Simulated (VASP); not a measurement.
# HPbNO4 in VASP: further runs

The runs below take HPbNO4 through single point, with PBE.

Everything below comes from runs of VASP 6.6.1. Logs are shortened: lines on timing, memory, paths and dates and some standing lists are left out, and cuts for length are marked.

**1. The cell of the first run**

It takes space group P2_1 (No. 4, monoclinic). The conventional cell has a = 6.349 Å, b = 3.988 Å, c = 8.147 Å, α = 90.00°, β = 111.40°, γ = 90.00°. Within 1.3 Å of H (site symmetry 1) lie 1 O at 0.99 Å. Pb (site symmetry 1) has 9 O at 2.40 to 3.43 Å and 3 H at 2.83 to 2.96 Å and 1 N at 3.24 Å within 3.5 Å. Within 1.7 Å of N (site symmetry 1) lie 3 O at 1.25 to 1.28 Å. Within 1.3 Å of O (site symmetry 1) lie 1 H at 0.99 Å. O (site symmetry 1) has 1 N at 1.25 Å within 1.7 Å. O (site symmetry 1) has 1 N at 1.26 Å within 1.7 Å. Within 1.7 Å of O (site symmetry 1) lie 1 N at 1.28 Å.

**2. Single point, PBE (13.72 Å³/atom)**

Input file INCAR:

```
SYSTEM = HPbNO4
PREC = Accurate
ENCUT = 600
EDIFF = 1E-6
ISMEAR = 0
SIGMA = 0.02
LREAL = .False.
LASPH = .True.
NELM = 120
ALGO = Normal
ISIF = 2
LWAVE = .False.
LCHARG = .True.
GGA = PE
LELF = .True.
LVHAR = .True.
NBANDS = 57
GGA_COMPAT = .False.
```

Input file KPOINTS:

```
regular mesh
0
Gamma
  4 6 4
  0 0 0
```

Input file POSCAR:

```
HPbNO4
1.0
    6.3487708214      0.0000000000      0.0604482901
    0.0000000000      3.9883768972      0.0000000000
   -3.0446342806      0.0000000000      7.5562142028
H Pb N O
2 2 2 8
Direct
    0.3013482994      0.0832931474      0.5171789849
    0.6986517006      0.5832931474      0.4828210151
    0.9860475724      0.5854005571      0.2873376942
    0.0139524276      0.0854005571      0.7126623058
    0.5875641611      0.3781408579      0.7961509825
    0.4124358389      0.8781408579      0.2038490175
    0.1348917228      0.0766870537      0.4600613586
    0.4072923245      0.4785998375      0.8090518429
    0.7764467283      0.4895542902      0.8946111764
    0.5815950404      0.1578052562      0.6794667776
    0.8651082772      0.5766870537      0.5399386414
    0.5927076755      0.9785998375      0.1909481571
    0.2235532717      0.9895542902      0.1053888236
    0.4184049596      0.6578052562      0.3205332224
```

Potentials or basis: VASP PAW PBE potentials, release 64 (H, Pb_d, N, O).

Run with:

```bash
> cat potpaw_PBE.64/H/POTCAR potpaw_PBE.64/Pb_d/POTCAR potpaw_PBE.64/N/POTCAR potpaw_PBE.64/O/POTCAR > POTCAR
> mpirun -np 1 vasp_std > vasp.out
```

OUTCAR:

```text
SYSTEM = HPbNO4
   PREC = Accurate
   ENCUT = 600
   EDIFF = 1E-6
   ISMEAR = 0
   LREAL = .False.
   LASPH = .True.
   NELM = 120
   ISIF = 2
   GGA = PE

 ion  position               nearest neighbor table
   1  0.301  0.083  0.517-   7 0.99
   2  0.699  0.583  0.483-  11 0.99
   3  0.986  0.585  0.287-   7 2.40  11 2.45   7 2.45  14 2.67  12 2.81  13 2.95   9 3.01   4 3.95
                             4 3.95
   4  0.014  0.085  0.713-  11 2.40   7 2.45  11 2.45  10 2.67   8 2.81   9 2.95  13 3.01   3 3.95
                             3 3.95
   5  0.588  0.378  0.796-   8 1.25   9 1.26  10 1.28
   6  0.412  0.878  0.204-  12 1.25  13 1.26  14 1.28
   7  0.135  0.077  0.460-   1 0.99   3 2.40   4 2.45   3 2.45
   8  0.407  0.479  0.809-   5 1.25   4 2.81
   9  0.776  0.490  0.895-   5 1.26   4 2.95   3 3.01
  10  0.582  0.158  0.679-   5 1.28   4 2.67
  11  0.865  0.577  0.540-   2 0.99   4 2.40   3 2.45   4 2.45
  12  0.593  0.979  0.191-   6 1.25   3 2.81
  13  0.224  0.990  0.105-   6 1.26   3 2.95   4 3.01
  14  0.418  0.658  0.321-   6 1.28   3 2.67

  LATTYP: Found a simple monoclinic cell.
 ALAT       =     6.3490585868
 B/A-ratio  =     0.6281839808
 C/A-ratio  =     1.2831104624
 COS(beta)  =    -0.3648854113

  Lattice vectors:

 A1 = (   6.3487708214,   0.0000000000,   0.0604482901)
 A2 = (   0.0000000000,   3.9883768972,   0.0000000000)
 A3 = (  -3.0446342806,   0.0000000000,   7.5562142028)

Analysis of symmetry for initial positions (statically):
=====================================================================
 Subroutine PRICEL returns:
 Original cell was already a primitive cell.

 Routine SETGRP: Setting up the symmetry group for a
 simple monoclinic supercell.

 Subroutine GETGRP returns: Found  2 space group operations
 (whereof  1 operations were pure point group operations)
 out of a pool of  4 trial point group operations.

The static configuration has the point symmetry C_1 .
 The point group associated with its full space group is C_2 .

Analysis of symmetry for dynamics (positions and initial velocities):
=====================================================================
 Subroutine PRICEL returns:
 Original cell was already a primitive cell.

 Routine SETGRP: Setting up the symmetry group for a
 simple monoclinic supercell.

 Subroutine GETGRP returns: Found  2 space group operations
 (whereof  1 operations were pure point group operations)
 out of a pool of  4 trial point group operations.

[... 141 lines left out ...]
   EFERMI_NEDOS =   21; number of points for ismear=-14 and -15
   IALGO  =     38    algorithm
   IMIX   =      4    mixing-type and parameters
     AMIX     =   0.40;   BMIX     =  1.00
     AMIX_MAG =   1.60;   BMIX_MAG =  1.00
  volume/ion in A,a.u.               =      13.72        92.58
  Fermi-wavevector in a.u.,A,eV,Ry     =   1.262074  2.384973 21.671767  1.592830
  Thomas-Fermi vector in A             =   2.395500
   LORBIT       =      0    0 simple, 1 ext, 2 COOP (PROOUT), +10 PAW based schemes
   GGA     = PE    functional components
   LHFCALC =     F    Hartree Fock is set to
   AEXX    =    0.0000 exact exchange contribution
   IVDW    =     0    specifies the selected vdW correction
   LEPSILON=     F    determine dielectric tensor
   LRPA    =     F    only Hartree local field effects (RPA)
 non-spin polarized calculation
 Gauss-broadening in eV      SIGMA  =   0.02
  energy-cutoff  :      600.00
  volume of cell :      192.07
 maximum number of plane-waves:      6442
 NGX is ok and might be reduce to    54
   NGX = 25   NGY = 15   NGZ = 33

 number of electron      88.0000002 magnetization

 Free energy of the ion-electron system (eV)
  ---------------------------------------------------
  ext. energy  EPLUGINS =         0.00000000
  ---------------------------------------------------
  free energy    TOTEN  =       -81.25156017 eV

  energy without entropy =      -81.25156017  energy(sigma->0) =      -81.25156017

 E-fermi :   1.2659     XC(G=0):  -8.9248

 val. band max:        1.0802759637   @ k =   0.5000   0.0000  -0.0000
 cond. band min:       4.2403500433   @ k =   0.5000   0.5000  -0.0000
 fundamental gap:      3.1600740796
 Fermi energy:         1.2658574469

 k-point     1 :       0.0000    0.0000    0.0000
  band No.  band energies     occupation
      1     -24.6189      2.00000
      2     -24.6002      2.00000
      3     -19.2607      2.00000
      4     -19.2515      2.00000
      5     -18.9546      2.00000
      6     -18.9023      2.00000
[... 1405 lines left out ...]
     55      10.4595      0.00000
     56      10.8417      0.00000

 [... further k-points ...]

 [bands above 56 left out]

------------------------ aborting loop because EDIFF is reached ----------------------------------------

  FORCE on cell =-STRESS in cart. coord.  units (eV):
  Direction    XX          YY          ZZ          XY          YZ          ZX
  --------------------------------------------------------------------------------------
  -------------------------------------------------------------------------------------
  Total        2.6252570      1.5892183      1.8045796      0.0000000      0.0000000      0.2944748
  in kB       21.8992564     13.2568728     15.0533646      0.0000000      0.0000000      2.4564375
  external PRESSURE =      16.7364979 kB  Pullay stress =       0.0000000 kB

 VOLUME and BASIS-vectors are now :
 -----------------------------------------------------------------------------
  energy-cutoff  :      600.00
  volume of cell :      192.07
      direct lattice vectors                 reciprocal lattice vectors
     6.348770821  0.000000000  0.060448290     0.156908838  0.000000000  0.063223463
     0.000000000  3.988376897  0.000000000     0.000000000  0.250728561  0.000000000
    -3.044634281  0.000000000  7.556214203    -0.001255241  0.000000000  0.131835629

 POSITION                                       TOTAL-FORCE (eV/Angst)
 -----------------------------------------------------------------------------------
      0.33857      0.33220      3.92613         0.085317      0.000342      0.043646
      2.96557      2.32639      3.69053        -0.085317      0.000342     -0.043646
      5.38535      2.33480      2.23079        -0.006191     -0.005445     -0.013088
     -2.08122      0.34061      5.38587         0.006191     -0.005445      0.013088
      1.30632      1.50817      6.05140         0.012708     -0.034688     -0.030660
      1.99781      3.50236      1.56526        -0.012708     -0.034688      0.030660
     -0.54432      0.30586      3.48448        -0.059814      0.001899     -0.035969
      0.12254      1.90884      6.13799        -0.383822      0.119040      0.018000
      2.20572      1.95253      6.80681         0.287890      0.135928      0.237508
      1.62369      0.62939      5.16935         0.070955     -0.217077     -0.223896
      3.84846      2.30005      4.13219         0.059814      0.001899      0.035969
      3.18160      3.90302      1.47867         0.383822      0.119040     -0.018000
      1.09842      3.94672      0.80985        -0.287890      0.135928     -0.237508
      1.68045      2.62358      2.44731        -0.070955     -0.217077      0.223896
 -----------------------------------------------------------------------------------
    total drift:                               -0.000000     -0.000123     -0.000000

  FREE ENERGIE OF THE ION-ELECTRON SYSTEM (eV)
  ---------------------------------------------------
  free  energy   TOTEN  =       -81.2515601680 eV

  energy  without entropy=      -81.2515601680  energy(sigma->0) =      -81.25156017
```

OSZICAR:

```text
N       E                     dE             d eps       ncg     rms          rms(c)
DAV:   1     0.115918844050E+04    0.11592E+04   -0.46622E+04  4560   0.182E+03
DAV:   2     0.108371895543E+03   -0.10508E+04   -0.98999E+03  4921   0.485E+02
DAV:   3    -0.781071842047E+02   -0.18648E+03   -0.18017E+03  5379   0.220E+02
DAV:   4    -0.901669005863E+02   -0.12060E+02   -0.11902E+02  5896   0.601E+01
DAV:   5    -0.906806779665E+02   -0.51378E+00   -0.51270E+00  6440   0.121E+01    0.207E+01
DAV:   6    -0.812671372339E+02    0.94135E+01   -0.35722E+01  6568   0.331E+01    0.795E+00
DAV:   7    -0.813360037370E+02   -0.68867E-01   -0.45275E+00  5317   0.103E+01    0.505E+00
DAV:   8    -0.812965498862E+02    0.39454E-01   -0.11218E+00  6231   0.590E+00    0.171E+00
DAV:   9    -0.812467994617E+02    0.49750E-01   -0.16670E-01  5999   0.290E+00    0.583E-01
DAV:  10    -0.812511348140E+02   -0.43354E-02   -0.76250E-02  5669   0.126E+00    0.332E-01
DAV:  11    -0.812511455046E+02   -0.10691E-04   -0.79670E-03  6151   0.654E-01    0.805E-02
DAV:  12    -0.812514731959E+02   -0.32769E-03   -0.80883E-04  5730   0.169E-01    0.324E-02
DAV:  13    -0.812515519673E+02   -0.78771E-04   -0.13272E-04  5839   0.591E-02    0.168E-02
DAV:  14    -0.812515574981E+02   -0.55307E-05   -0.18212E-05  6079   0.257E-02    0.548E-03
DAV:  15    -0.812515598183E+02   -0.23202E-05   -0.40449E-06  4951   0.102E-02    0.321E-03
DAV:  16    -0.812515601680E+02   -0.34977E-06   -0.55185E-07  3694   0.584E-03
   1 F= -.81251560E+02 E0= -.81251560E+02  d E =-.475226E-41
```

Run time: 20 min. Hardware: 1 thread of Intel Xeon 8259CL, shared host; peak memory 0.63 GiB.

Results:

```
Free energy            : -81.2516 eV
Pressure               : 1.7 GPa
Largest force          : 0.402 eV/Å
Band gap on the k mesh : 3.16 eV (least direct gap 3.29 eV)
```

Forces in eV/Å, atoms in the order of the input:
```
H    0.085  0.000  0.044
H   -0.085  0.000 -0.044
Pb  -0.006 -0.005 -0.013
Pb   0.006 -0.005  0.013
N    0.013 -0.035 -0.031
N   -0.013 -0.035  0.031
O   -0.060  0.002 -0.036
O   -0.384  0.119  0.018
O    0.288  0.136  0.238
O    0.071 -0.217 -0.224
O    0.060  0.002  0.036
O    0.384  0.119 -0.018
O   -0.288  0.136 -0.238
O   -0.071 -0.217  0.224
```

Caveat: the standard files for N, O and F lose accuracy on very short bonds; spin-orbit coupling is left out, which moves the levels of the heavy elements.

**3. Single point, PBE**

This run uses another cell than the first one, of 14.62 Å³/atom.

Input file INCAR:

```
PREC = Accurate
ENCUT = 520
EDIFF = 1E-6
ISMEAR = 0
SIGMA = 0.1
LREAL = False
LASPH = True
NELM = 100
ALGO = Normal
ISIF = 2
LWAVE = False
LCHARG = False
GGA = PE
NBANDS = 57
```

Input file KPOINTS:

```
Automatic mesh
0
Gamma
  4 2 2
```

Input file POSCAR:

```
HPbNO4
1.0
    0.0077523544     -4.1310126052     -0.0014058605
   -6.4740745277      0.0148178497      0.0542794757
    3.2526711401     -0.0095171571     -7.6830418266
H Pb N O
2 2 2 8
Direct
    0.4017736419      0.7798024830      0.4872435561
    0.8990883157      0.2205536161      0.5123218674
    0.8911632046      0.6942900408      0.7076305183
    0.3907228808      0.3061677314      0.2917338946
    0.1354919147      0.7979885588      0.2063365593
    0.6376060545      0.2018407447      0.7941323647
    0.4060611239      0.6708215462      0.5429750704
    0.0407877344      0.6075365360      0.1927247000
    0.0374493582      0.8834645550      0.1040220214
    0.3359079775      0.9106963896      0.3277153262
    0.9042270402      0.3293488546      0.4563363995
    0.5426221894      0.3918684588      0.8082591555
    0.5390722280      0.1151691341      0.8960391439
    0.8380263364      0.0904513510      0.6725294227
```

Potentials or basis: VASP PAW PBE potentials, release 64 (H, Pb_d, N, O).

Run with:

```bash
> cat potpaw_PBE.64/H/POTCAR potpaw_PBE.64/Pb_d/POTCAR potpaw_PBE.64/N/POTCAR potpaw_PBE.64/O/POTCAR > POTCAR
> mpirun -np 1 vasp_std > vasp.out
```

Wall time 6.2 min (1 thread of Intel Xeon 8259CL, shared host); peak memory 0.36 GiB.

The run converged. Its results:

| Item | Value |
| --- | --- |
| Free energy | -81.2576 eV |
| Pressure | 0.5 GPa |
| Largest force | 0.420 eV/Å |
| Band gap on the k mesh | 3.29 eV (least direct gap 3.38 eV) |

Forces in eV/Å, atoms in the order of the input:
```
H   -0.107  0.004  0.052
H    0.093  0.001 -0.046
Pb   0.013 -0.010 -0.006
Pb  -0.009 -0.010  0.010
N   -0.022 -0.048 -0.024
N    0.042 -0.024  0.030
O    0.073  0.002 -0.057
O    0.390  0.120  0.014
O   -0.281  0.133  0.245
O   -0.082 -0.202 -0.235
O   -0.063  0.005  0.044
O   -0.404  0.113 -0.016
O    0.278  0.120 -0.239
O    0.079 -0.204  0.227
```

Stress tensor (GPa, compression positive):
```
 0.91  0.01 -0.22
 0.01  0.15  0.01
-0.22  0.01  0.56
```

Levels at points of the mesh, in eV from the valence-band top:
```
           k point  band 41  band 42  band 43  band 44  band 45  band 46  band 47  band 48
(0.00, 0.00, 0.00)    -1.30    -0.30    -0.22    -0.15     3.36     3.52     4.50     4.72
(0.50, 0.00, 0.00)    -0.73    -0.72    -0.20    -0.20     3.30     3.31     4.62     4.63
(0.00, 0.50, 0.00)    -1.21    -0.42    -0.35    -0.18     3.46     3.59     4.32     4.53
(0.50, 0.50, 0.00)    -0.72    -0.71    -0.12    -0.12     3.29     3.29     4.61     4.61
(0.00, 0.00, 0.50)    -1.28    -0.44    -0.31    -0.04     3.50     3.53     4.48     4.53
(0.50, 0.00, 0.50)    -0.71    -0.71    -0.13    -0.13     3.33     3.34     4.55     4.56
(0.00, 0.50, 0.50)    -1.16    -0.60    -0.30     0.00     3.60     3.60     3.89     4.42
(0.50, 0.50, 0.50)    -0.78    -0.77    -0.08    -0.08     3.30     3.30     4.57     4.58
```

Caveat: the k points lie up to 0.52 Å⁻¹ apart; the standard files for N, O and F lose accuracy on very short bonds; spin-orbit coupling is left out, which moves the levels of the heavy elements.
